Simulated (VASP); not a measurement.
# AlN (Fm-3m) in VASP: vibrations by perturbation theory with PBE

Aim: the vibrations by perturbation theory of AlN with PBE.

Program: VASP 6.6.1. These are calculated values, not measurements. Logs are shortened: lines on timing, memory, paths and dates and some standing lists are left out, and cuts for length are marked.

## Step 1: The cell of the first run

Symmetry: Fm-3m, No. 225, cubic system. The conventional cell has a = 4.071 Å, b = 4.071 Å, c = 4.071 Å, α = 90.00°, β = 90.00°, γ = 90.00°. Within 2.7 Å of Al (site symmetry m-3m) lie 6 N at 2.04 Å. N (site symmetry m-3m) has 6 Al at 2.04 Å within 2.7 Å.

## Step 2: Vibrations by perturbation theory, PBE

The input, INCAR:

```
PREC = Accurate ; ENCUT = 520
EDIFF = 1E-8 ; ISMEAR = 0
SIGMA = 0.05 ; LREAL = F
LASPH = T ; NELM = 60
ALGO = Normal ; ISIF = 2
LWAVE = F ; LCHARG = F
GGA = PE ; NBANDS = 16
IBRION = 8 ; NSW = 1
```

The input, KPOINTS:

```
Automatic mesh
0
Gamma
  8 8 6
```

The input, POSCAR:

```
AlN
1.0
    0.0000000000     -2.0353166207     -2.0353166207
    0.0000000000      2.0353166207     -2.0353166207
    4.0706332413      0.0000000000      0.0000000000
Al N
2 2
Direct
    0.5000000000      0.5000000000      0.0000000000
    0.0000000000      0.0000000000      0.5000000000
    0.5000000000      0.5000000000      0.5000000000
    0.0000000000      1.0000000000      0.0000000000
```

Potentials or basis: VASP PAW PBE potentials, release 64 (Al, N).

Started as:

```
cat potpaw_PBE.64/Al/POTCAR potpaw_PBE.64/N/POTCAR > POTCAR
mpirun -np 1 vasp_std > vasp.out
```

OUTCAR:

```text
PREC = Accurate
   ENCUT = 520
   EDIFF = 1E-8
   ISMEAR = 0
   LREAL = F
   LASPH = T
   NELM = 60
   ISIF = 2
   GGA = PE
   IBRION = 8
   NSW = 1

 ion  position               nearest neighbor table
   1  0.500  0.500  0.000-   3 2.04   3 2.04   4 2.04   4 2.04   4 2.04   4 2.04   2 2.88   2 2.88
                             2 2.88   2 2.88   2 2.88   2 2.88   2 2.88   2 2.88
   2  0.000  0.000  0.500-   4 2.04   4 2.04   3 2.04   3 2.04   3 2.04   3 2.04   1 2.88   1 2.88
                             1 2.88   1 2.88   1 2.88   1 2.88   1 2.88   1 2.88
   3  0.500  0.500  0.500-   1 2.04   1 2.04   2 2.04   2 2.04   2 2.04   2 2.04
   4  0.000  0.000  0.000-   2 2.04   2 2.04   1 2.04   1 2.04   1 2.04   1 2.04

  LATTYP: Found a simple tetragonal cell.
 ALAT       =     2.8783723687
 C/A-ratio  =     1.4142135623

  Lattice vectors:

 A1 = (   0.0000000000,  -2.0353166207,  -2.0353166207)
 A2 = (   0.0000000000,   2.0353166207,  -2.0353166207)
 A3 = (   4.0706332413,   0.0000000000,   0.0000000000)

Analysis of symmetry for initial positions (statically):
=====================================================================
 Subroutine PRICEL returns following result:

  LATTYP: Found a face centered cubic cell.
 ALAT       =     4.0706332414

  Lattice vectors:

 A1 = (  -2.0353166206,   0.0000000000,   2.0353166207)
 A2 = (  -2.0353166207,  -2.0353166207,   0.0000000000)
 A3 = (   0.0000000000,  -2.0353166207,   2.0353166207)

   2 primitive cells build up your supercell.

 Routine SETGRP: Setting up the symmetry group for a
 simple tetragonal supercell.

 Subroutine GETGRP returns: Found 16 space group operations
 (whereof 16 operations were pure point group operations)
 out of a pool of 16 trial point group operations.

The static configuration has the point symmetry D_4h.

Analysis of symmetry for dynamics (positions and initial velocities):
=====================================================================
 Subroutine PRICEL returns following result:

  LATTYP: Found a face centered cubic cell.
 ALAT       =     4.0706332414

  Lattice vectors:

 A1 = (  -2.0353166206,   0.0000000000,   2.0353166207)
 A2 = (  -2.0353166207,  -2.0353166207,   0.0000000000)
 A3 = (   0.0000000000,  -2.0353166207,   2.0353166207)

   2 primitive cells build up your supercell.

 Routine SETGRP: Setting up the symmetry group for a
 simple tetragonal supercell.

 Subroutine GETGRP returns: Found 16 space group operations
 (whereof 16 operations were pure point group operations)
 out of a pool of 16 trial point group operations.

The dynamic configuration has the point symmetry D_4h.

 Subroutine INISYM returns: Found 16 space group operations
 (whereof 16 operations are pure point group operations),
 and found     2 'primitive' translations

----------------------------------------------------------------------------------------

                                     Primitive cell

  volume of cell :      16.8627

  direct lattice vectors                    reciprocal lattice vectors
[... 139 lines left out ...]

 val. band max:        9.7029315913   @ k =   0.0000   0.0000   0.0000
 cond. band min:      14.1153179327   @ k =   0.5000   0.5000   0.0000
 fundamental gap:      4.4123863414
 Fermi energy:         9.9947822158

 k-point     1 :       0.0000    0.0000    0.0000
  band No.  band energies     occupation
      1      -7.6672      2.00000
      2      -3.5339      2.00000
      3       2.4572      2.00000
      4       6.9575      2.00000
      5       6.9575      2.00000
      6       9.7029      2.00000
[... 433 lines left out ...]
      3       3.0740      2.00000
      4       3.0740      2.00000
      5       6.5656      2.00000
      6       6.5656      2.00000
[... 8 lines left out ...]
     15      22.5358      0.00000
     16      22.5358      0.00000

 [... further k-points ...]

------------------------ aborting loop because EDIFF is reached ----------------------------------------

  FORCE on cell =-STRESS in cart. coord.  units (eV):
  Direction    XX          YY          ZZ          XY          YZ          ZX
  --------------------------------------------------------------------------------------
  -------------------------------------------------------------------------------------
  Total       -0.0619889     -0.0602154     -0.0602154      0.0000000      0.0000000      0.0000000
  in kB       -2.9448877     -2.8606334     -2.8606334      0.0000000      0.0000000      0.0000000
  external PRESSURE =      -2.8887182 kB  Pullay stress =       0.0000000 kB

 VOLUME and BASIS-vectors are now :
 -----------------------------------------------------------------------------
  energy-cutoff  :      520.00
  volume of cell :       33.73
      direct lattice vectors                 reciprocal lattice vectors
     0.000000000 -2.035316621 -2.035316621     0.000000000 -0.245662024 -0.245662024
     0.000000000  2.035316621 -2.035316621     0.000000000  0.245662024 -0.245662024
     4.070633241  0.000000000  0.000000000     0.245662024  0.000000000  0.000000000

 POSITION                                       TOTAL-FORCE (eV/Angst)
 -----------------------------------------------------------------------------------
      0.00000      0.00000     -2.03532        -0.000000      0.000000      0.000000
      2.03532      0.00000      0.00000        -0.000000      0.000000     -0.000000
      2.03532      0.00000     -2.03532         0.000000      0.000000      0.000000
      0.00000      0.00000      0.00000        -0.000000     -0.000000     -0.000000
 -----------------------------------------------------------------------------------
    total drift:                               -0.000000      0.000000     -0.000000

  FREE ENERGIE OF THE ION-ELECTRON SYSTEM (eV)
  ---------------------------------------------------
  free  energy   TOTEN  =       -29.0916147945 eV

  energy  without entropy=      -29.0916147945  energy(sigma->0) =      -29.09161479

[... ionic steps 2 to 9 ...]

--------------------------------------- Ionic step       10  -------------------------------------------

------------------------ aborting loop because EDIFF is reached ----------------------------------------

--------------------------------------- Ionic step       11  -------------------------------------------

 Free energy of the ion-electron system (eV)
  ---------------------------------------------------
  ---------------------------------------------------
  free energy    TOTEN  =        -0.23956083 eV

  energy without entropy =       -0.23956083

------------------------ aborting loop because EDIFF is reached ----------------------------------------

 INTERNAL STRAIN TENSOR  FOR ION    3  DIRECTION 2   (eV/Angst):
 -----------------------------------------------------------------------------
     0.00989  0.00000  0.00000
     0.00000 -0.02190  0.00000
     0.00000  0.00000  0.01428

 INTERNAL STRAIN TENSOR FOR ION    4 for displacements in x,y,z  (eV/Angst):
          X           Y           Z          XY          YZ          ZX
  --------------------------------------------------------------------------------
  x     0.00000     0.00000     0.00000     0.00000     0.00000     0.00000
  y     0.00000     0.00000     0.00000     0.00000     0.00000     0.00000
  z     0.00000     0.00000     0.00000     0.00000     0.00000     0.00000

 SECOND DERIVATIVES (NOT SYMMETRIZED)
 ------------------------------------
               1X          1Y          1Z          2X          2Y          2Z          3X          3Y          3Z          4X          4Y          4Z
  1X   -13.362827   -0.000000   -0.000000    6.823404    0.000000    0.000000    3.332995    0.000000    0.000000    3.206427   -0.000000   -0.000000
  1Y     0.000000   -8.952008    0.000000    0.000000    2.410913    0.000000    0.000000    1.523145    0.000000    0.000000    5.017950    0.000000
  1Z     0.000000    0.000000   -8.952008    0.000000    0.000000    2.410913    0.000000    0.000000    1.523145    0.000000    0.000000    5.017950
  2X     6.823404    0.000000    0.000000  -13.362827   -0.000000   -0.000000    3.206427   -0.000000   -0.000000    3.332995    0.000000    0.000000
  2Y     0.000000    2.410913    0.000000    0.000000   -8.952008    0.000000    0.000000    5.017950    0.000000    0.000000    1.523145    0.000000
  2Z     0.000000    0.000000    2.410913    0.000000    0.000000   -8.952008    0.000000    0.000000    5.017950    0.000000    0.000000    1.523145
  3X     3.306616    0.000000    0.000000    3.233720   -0.000000   -0.000000  -15.917875    0.000000    0.000000    9.377539   -0.000000    0.000000
  3Y     0.000000    1.523667    0.000000    0.000000    5.005028    0.000000    0.000000  -10.696238    0.000000    0.000000    4.167543    0.000000
  3Z     0.000000    0.000000    1.523667    0.000000    0.000000    5.005028    0.000000    0.000000  -10.696238    0.000000    0.000000    4.167543
  4X     3.233720   -0.000000   -0.000000    3.306616    0.000000    0.000000    9.377539   -0.000000    0.000000  -15.917875    0.000000    0.000000
  4Y     0.000000    5.005028    0.000000    0.000000    1.523667    0.000000    0.000000    4.167543    0.000000    0.000000  -10.696238    0.000000
  4Z     0.000000    0.000000    5.005028    0.000000    0.000000    1.523667    0.000000    0.000000    4.167543    0.000000    0.000000  -10.696238

 Eigenvectors and eigenvalues of the dynamical matrix
 ----------------------------------------------------

   1 f  =   21.013340 THz   132.030709 2PiTHz  700.929573 cm-1    86.904152 meV
             X         Y         Z           dx          dy          dz
      0.000000  0.000000 -2.035317    -0.003428   -0.000000   -0.000000
      2.035317  0.000000  0.000000     0.003428   -0.000000   -0.000000
      2.035317  0.000000 -2.035317     0.707098   -0.000000    0.000000
      0.000000  0.000000  0.000000    -0.707098    0.000000    0.000000
[... 71 lines left out ...]
  12 f/i=    0.005924 THz     0.037221 2PiTHz    0.197602 cm-1     0.024500 meV
             X         Y         Z           dx          dy          dz
      0.000000  0.000000 -2.035317     0.000000   -0.047082   -0.571621
      2.035317  0.000000  0.000000     0.000000   -0.047082   -0.571621
      2.035317  0.000000 -2.035317     0.000000   -0.033948   -0.412165
      0.000000  0.000000  0.000000     0.000000   -0.033948   -0.412165

--------------------------------------------------------------------------------------------------------

 ELASTIC MODULI CONTR FROM IONIC RELAXATION (kBar)
 Direction    XX          YY          ZZ          XY          YZ          ZX
 --------------------------------------------------------------------------------
 XX           0.0000      0.0000      0.0000      0.0000      0.0000      0.0000
 YY           0.0000      0.0000      0.0000      0.0000      0.0000      0.0000
 ZZ           0.0000      0.0000      0.0000      0.0000      0.0000      0.0000
 XY           0.0000      0.0000      0.0000      0.0000      0.0000      0.0000
 YZ           0.0000      0.0000      0.0000      0.0000      0.0000      0.0000
 ZX           0.0000      0.0000      0.0000      0.0000      0.0000      0.0000
 --------------------------------------------------------------------------------
```

It took 4 min on 1 thread of Intel Xeon 8259CL, shared host; peak memory 0.26 GiB.

What came out:

| Property | Result |
| --- | --- |
| Highest phonon frequency at Γ, LO-TO splitting left out | 701 cm⁻¹ |

Phonon frequencies in cm⁻¹ (negative: imaginary):
| q point | frequencies |
| --- | --- |
| (0.000, 0.000, 0.000) | 0 0 0 319 319 439 439 439 451 549 549 701 |
